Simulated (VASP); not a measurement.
# Hg2S (P6/mmm) in VASP: further runs

Hg2S is run at these levels: r2SCAN; tasks: single point, relaxation of cell and atoms.

Program: VASP 6.6.1. These are calculated values, not measurements. Logs are shortened: lines on timing, memory, paths and dates and some standing lists are left out, and cuts for length are marked.

## (1) The cell of the first run

The structure is hexagonal, space group P6/mmm (No. 191). Conventional cell: a = 4.699 Å, b = 4.699 Å, c = 3.746 Å, α = 90.00°, β = 90.00°, γ = 120.00°. Hg (site symmetry -6m2) has 3 Hg at 2.71 Å and 6 S at 3.30 Å within 3.6 Å. S (site symmetry 6/mmm) has 12 Hg at 3.30 Å and 2 S at 3.75 Å within 4.3 Å.

## (2) Single point, r2SCAN

The input, POSCAR:

```
Hg2S
1.0
    4.6991196408      0.0000000000      0.0000000000
   -2.3495598204      4.0695569844      0.0000000000
    0.0000000000      0.0000000000      3.7463089926
Hg S
2 1
Direct
    0.3333333333      0.6666666667      0.5000000000
    0.6666666667      0.3333333333      0.5000000000
    0.0000000000      0.0000000000      0.0000000000
```

The input, INCAR.step1:

```
  ALGO = Normal
  EDIFF = 1E-4
  ENCUT = 520
  GGA = PE
  ISMEAR = 0
  LASPH = True
  LCHARG = False
  LREAL = False
  LWAVE = True
  NBANDS = 22
  NELM = 80
  PREC = Accurate
  SIGMA = 0.1
```

The input, INCAR.step2:

```
  ALGO = Normal
  EDIFF = 1E-6
  ENCUT = 520
  ISIF = 2
  ISMEAR = 0
  ISTART = 1
  LASPH = True
  LCHARG = False
  LMIXTAU = True
  LREAL = False
  LWAVE = False
  METAGGA = R2SCAN
  NBANDS = 22
  NELM = 80
  PREC = Accurate
  SIGMA = 0.1
```

The input, KPOINTS:

```
k-points
0
Gamma
  6 6 4
```

Potentials or basis: VASP PAW PBE potentials, release 64 (Hg, S).

The run is started by

```console
cat potpaw_PBE.64/Hg/POTCAR potpaw_PBE.64/S/POTCAR > POTCAR
cp INCAR.step1 INCAR
mpirun -np 1 vasp_std > vasp.out
cp INCAR.step2 INCAR
mpirun -np 1 vasp_std > vasp.out
```

OUTCAR:

```text
EDIFF = 1E-6
   ENCUT = 520
   ISIF = 2
   ISMEAR = 0
   ISTART = 1
   LASPH = True
   LREAL = False
   METAGGA = R2SCAN
   NELM = 80
   PREC = Accurate

 ion  position               nearest neighbor table
   1  0.333  0.667  0.500-   2 2.71   2 2.71   2 2.71   3 3.30   3 3.30   3 3.30   3 3.30   3 3.30
                             3 3.30
   2  0.667  0.333  0.500-   1 2.71   1 2.71   1 2.71   3 3.30   3 3.30   3 3.30   3 3.30   3 3.30
                             3 3.30
   3  0.000  0.000  0.000-   1 3.30   2 3.30   1 3.30   2 3.30   2 3.30   2 3.30   1 3.30   1 3.30
                             2 3.30   2 3.30   1 3.30   1 3.30

  LATTYP: Found a hexagonal cell.
 ALAT       =     4.6991196408
 C/A-ratio  =     0.7972363504

  Lattice vectors:

 A1 = (   4.6991196408,   0.0000000000,   0.0000000000)
 A2 = (  -2.3495598204,   4.0695569844,   0.0000000000)
 A3 = (   0.0000000000,   0.0000000000,   3.7463089926)

Analysis of symmetry for initial positions (statically):
=====================================================================
 Subroutine PRICEL returns:
 Original cell was already a primitive cell.

 Routine SETGRP: Setting up the symmetry group for a
 hexagonal supercell.

 Subroutine GETGRP returns: Found 24 space group operations
 (whereof 24 operations were pure point group operations)
 out of a pool of 24 trial point group operations.

The static configuration has the point symmetry D_6h.

Analysis of symmetry for dynamics (positions and initial velocities):
=====================================================================
 Subroutine PRICEL returns:
 Original cell was already a primitive cell.

 Routine SETGRP: Setting up the symmetry group for a
 hexagonal supercell.

 Subroutine GETGRP returns: Found 24 space group operations
 (whereof 24 operations were pure point group operations)
 out of a pool of 24 trial point group operations.

The dynamic configuration has the point symmetry D_6h.

 Subroutine INISYM returns: Found 24 space group operations
 (whereof 24 operations are pure point group operations),
 and found     1 'primitive' translations

----------------------------------------------------------------------------------------

                                     Primitive cell

  volume of cell :      71.6419

  direct lattice vectors                    reciprocal lattice vectors
     4.699119641  0.000000000  0.000000000     0.212805818  0.122863496  0.000000000
    -2.349559820  4.069556984  0.000000000     0.000000000  0.245726993  0.000000000
     0.000000000  0.000000000  3.746308993     0.000000000  0.000000000  0.266929397

  length of vectors
     4.699119641  4.699119641  3.746308993     0.245726993  0.245726993  0.266929397

  position of ions in fractional coordinates (direct lattice)
     0.333333333  0.666666667  0.500000000
     0.666666667  0.333333333  0.500000000
     0.000000000  0.000000000  0.000000000

  ion indices of the primitive-cell ions
   primitive index   ion index
                 1           1
                 2           2
                 3           3

----------------------------------------------------------------------------------------

 KPOINTS: k-points

Automatic generation of k-mesh.
 Grid dimensions read from file:
 generate k-points for:    6    6    4

 Generating k-lattice:

  Cartesian coordinates                     Fractional coordinates (reciprocal lattice)
     0.035467636  0.020477249  0.000000000     0.166666667  0.000000000  0.000000000
     0.000000000  0.040954499  0.000000000     0.000000000  0.166666667  0.000000000
     0.000000000  0.000000000  0.066732349     0.000000000  0.000000000  0.250000000

  Length of vectors
     0.040954499  0.040954499  0.066732349

  Shift w.r.t. Gamma in fractional coordinates (k-lattice)
     0.000000000  0.000000000  0.000000000

 Subroutine IBZKPT returns following result:
 ===========================================

 Found     21 irreducible k-points:

 Following reciprocal coordinates:
            Coordinates               Weight
  0.000000  0.000000  0.000000      1.000000
  0.166667  0.000000  0.000000      6.000000
  0.333333  0.000000  0.000000      6.000000
  0.500000  0.000000  0.000000      3.000000
  0.166667  0.166667  0.000000      6.000000
  0.333333  0.166667  0.000000     12.000000
[... 13 lines left out ...]
  0.333333  0.166667  0.500000     12.000000
  0.333333  0.333333  0.500000      2.000000
   k-points           NKPTS =     21   k-points in BZ     NKDIM =     21   number of bands    NBANDS=     22
   number of dos      NEDOS =    301   number of ions     NIONS =      3
   total plane-waves  NPLWV =  36288
   dimension x,y,z NGX =    36 NGY =   36 NGZ =   28
   dimension x,y,z NGXF=    72 NGYF=   72 NGZF=   56
   ions per type =               2   1
   NGX,Y,Z   is equivalent  to a cutoff of  12.74, 12.74, 12.43 a.u.
   NGXF,Y,Z  is equivalent  to a cutoff of  25.47, 25.47, 24.85 a.u.
 SYSTEM =  unknown system
   PREC   = accura    normal or accurate (medium, high low for compatibility)
   ISTART =      1    job   : 0-new  1-cont  2-samecut
   ICHARG =      0    charge: 1-file 2-atom 10-const
   ISPIN  =      1    spin polarized calculation?
   LNONCOLLINEAR =      F non collinear calculations
   LSORBIT =      F    spin-orbit coupling
   LASPH  =      T    aspherical Exc in radial PAW
   ENCUT  =  520.0 eV  38.22 Ry    6.18 a.u.   8.74  8.74  6.97*2*pi/ulx,y,z
   NELM   =     80;   NELMIN=  2; NELMDL=  0     # of ELM steps
   EDIFF  = 0.1E-05   stopping-criterion for ELM
   LREAL  =      F    real-space projection
   EDIFFG = 0.1E-04   stopping-criterion for IOM
   NSW    =      0    number of steps for IOM
   IBRION =     -1    ionic relax: 0-MD 1-quasi-New 2-CG
   NFREE  =      0    steps in history (QN), initial steepest desc. (CG)
   ISIF   =      2    stress and relaxation
   ISYM   =      2    0-nonsym 1-usesym 2-fastsym
   POTIM  = 0.5000    time-step for ionic-motion
   TEBEG  =    0.0;   TEEND  =   0.0 temperature during run
   PSTRESS=    0.0 pullay stress
   NELECT =      30.0000    total number of electrons
   NUPDOWN=      -1.0000    fix difference up-down
   EMIN   =  10.00;   EMAX   =-10.00  energy-range for DOS
   EFERMI =   0.00;   METHOD = LEGACY
   ISMEAR =     0;   SIGMA  =   0.10  broadening in eV -4-tet -1-fermi 0-gaus
   EFERMI_NEDOS =   21; number of points for ismear=-14 and -15
   IALGO  =     38    algorithm
   IMIX   =      4    mixing-type and parameters
     AMIX     =   0.40;   BMIX     =  1.00
     AMIX_MAG =   1.60;   BMIX_MAG =  1.00
  volume/ion in A,a.u.               =      23.88       161.15
  Fermi-wavevector in a.u.,A,eV,Ry     =   1.224784  2.314506 20.410043  1.500096
  Thomas-Fermi vector in A             =   2.359846
   LORBIT       =      0    0 simple, 1 ext, 2 COOP (PROOUT), +10 PAW based schemes
   METAGGA = R2SCAN    functional components
   LHFCALC =     F    Hartree Fock is set to
   AEXX    =    0.0000 exact exchange contribution
   IVDW    =     0    specifies the selected vdW correction
   LEPSILON=     F    determine dielectric tensor
   LRPA    =     F    only Hartree local field effects (RPA)
 non-spin polarized calculation
 Gauss-broadening in eV      SIGMA  =   0.10
  energy-cutoff  :      520.00
  volume of cell :       71.64
 maximum number of plane-waves:      1948
 NGX is ok and might be reduce to    36
   NGX = 17   NGY = 17   NGZ = 13

 number of electron      30.0000005 magnetization

 Free energy of the ion-electron system (eV)
  ---------------------------------------------------
  ext. energy  EPLUGINS =         0.00000000
  ---------------------------------------------------
  free energy    TOTEN  =      -105.35072297 eV

  energy without entropy =     -105.32940936  energy(sigma->0) =     -105.34006616

 E-fermi :   2.2310     XC(G=0): -10.7535

 val. band max:        2.1883629122   @ k =   0.3333   0.1667   0.2500
 cond. band min:       2.2321650490   @ k =   0.1667   0.1667   0.2500
 fundamental gap:      0.0438021367
 Fermi energy:         2.2309687928

 k-point     1 :       0.0000    0.0000    0.0000
  band No.  band energies     occupation
      1     -10.3278      2.00000
      2      -5.7589      2.00000
      3      -5.2569      2.00000
      4      -5.2569      2.00000
      5      -4.9802      2.00000
      6      -4.9802      2.00000
[... 14 lines left out ...]
     21      13.6766      0.00000
     22      13.6766      0.00000

 k-point     2 :       0.1667    0.0000    0.0000
  band No.  band energies     occupation
      1     -10.2342      2.00000
      2      -5.8705      2.00000
      3      -5.5180      2.00000
      4      -5.4500      2.00000
      5      -5.0152      2.00000
      6      -4.9533      2.00000
[... 14 lines left out ...]
     21      12.5240      0.00000
     22      12.9599      0.00000

 k-point     3 :       0.3333    0.0000    0.0000
  band No.  band energies     occupation
      1     -10.0446      2.00000
      2      -6.0309      2.00000
      3      -5.7727      2.00000
      4      -5.5380      2.00000
      5      -5.0787      2.00000
      6      -4.9061      2.00000
[... 14 lines left out ...]
     21      12.3056      0.00000
     22      12.9915      0.00000

 k-point     4 :       0.5000    0.0000    0.0000
  band No.  band energies     occupation
      1      -9.9501      2.00000
      2      -5.9898      2.00000
      3      -5.8627      2.00000
      4      -5.6298      2.00000
      5      -5.1078      2.00000
      6      -4.8880      2.00000
[... 14 lines left out ...]
     21      12.1893      0.00000
     22      12.4900      0.00000

 k-point     5 :       0.1667    0.1667    0.0000
  band No.  band energies     occupation
      1     -10.0939      2.00000
      2      -6.0409      2.00000
      3      -5.6237      2.00000
      4      -5.5681      2.00000
      5      -5.0917      2.00000
      6      -4.8779      2.00000
[... 342 lines left out ...]
 k-point    19 :       0.1667    0.1667    0.5000
  band No.  band energies     occupation
      1      -9.6259      2.00000
      2      -5.9636      2.00000
      3      -5.7162      2.00000
      4      -5.5846      2.00000
      5      -5.3060      2.00000
      6      -5.2051      2.00000
[... 14 lines left out ...]
     21      12.4073      0.00000
     22      13.4304      0.00000

 k-point    20 :       0.3333    0.1667    0.5000
  band No.  band energies     occupation
      1      -9.6181      2.00000
      2      -6.1294      2.00000
      3      -5.7036      2.00000
      4      -5.5851      2.00000
      5      -5.3348      2.00000
      6      -4.9679      2.00000
[... 14 lines left out ...]
     21      13.4862      0.00000
     22      14.2407      0.00000

 k-point    21 :       0.3333    0.3333    0.5000
  band No.  band energies     occupation
      1      -9.6178      2.00000
      2      -6.2383      2.00000
      3      -5.6159      2.00000
      4      -5.6159      2.00000
      5      -5.0833      2.00000
      6      -4.8940      2.00000
[... 14 lines left out ...]
     21      11.9149      0.00000
     22      12.8674      0.00000

------------------------ aborting loop because EDIFF is reached ----------------------------------------

  FORCE on cell =-STRESS in cart. coord.  units (eV):
  Direction    XX          YY          ZZ          XY          YZ          ZX
  --------------------------------------------------------------------------------------
  -------------------------------------------------------------------------------------
  Total        0.5090498      0.5090498     -0.0509477      0.0000000     -0.0000000     -0.0000000
  in kB       11.3842301     11.3842301     -1.1393791      0.0000000     -0.0000000     -0.0000000
  external PRESSURE =       7.2096937 kB  Pullay stress =       0.0000000 kB

 VOLUME and BASIS-vectors are now :
 -----------------------------------------------------------------------------
  energy-cutoff  :      520.00
  volume of cell :       71.64
      direct lattice vectors                 reciprocal lattice vectors
     4.699119641  0.000000000  0.000000000     0.212805818  0.122863496  0.000000000
    -2.349559820  4.069556984  0.000000000     0.000000000  0.245726993  0.000000000
     0.000000000  0.000000000  3.746308993     0.000000000  0.000000000  0.266929397

 POSITION                                       TOTAL-FORCE (eV/Angst)
 -----------------------------------------------------------------------------------
     -0.00000      2.71304      1.87315        -0.000000     -0.000000      0.000000
      2.34956      1.35652      1.87315         0.000000      0.000000     -0.000000
      0.00000      0.00000      0.00000         0.000000      0.000000     -0.000000
 -----------------------------------------------------------------------------------
    total drift:                                0.000000     -0.000000     -0.000000

  FREE ENERGIE OF THE ION-ELECTRON SYSTEM (eV)
  ---------------------------------------------------
  free  energy   TOTEN  =      -105.3507229746 eV

  energy  without entropy=     -105.3294093554  energy(sigma->0) =     -105.34006616
```

Run time: 50 s. Hardware: 1 thread of Intel Xeon 6975P-C (Granite Rapids), shared host; peak memory 0.2 GiB.

Results:

```yaml
Free_energy: -105.3507 eV
Pressure: 0.7 GPa
Band_gap_on_the_k_mesh: zero (bands 15 and 16 overlap by 2.80 eV)
```

Caveat: the k points lie up to 0.42 Å⁻¹ apart, too coarse for converged energies and pressures of a metal; the PAW data sets were made with another functional, which shifts forces and pressure a little; spin-orbit coupling is left out, which moves the levels of the heavy elements.

(Continued in part 2 of 2.)

The gap in the log of VASP goes by the Fermi energy; the results here count the filled bands.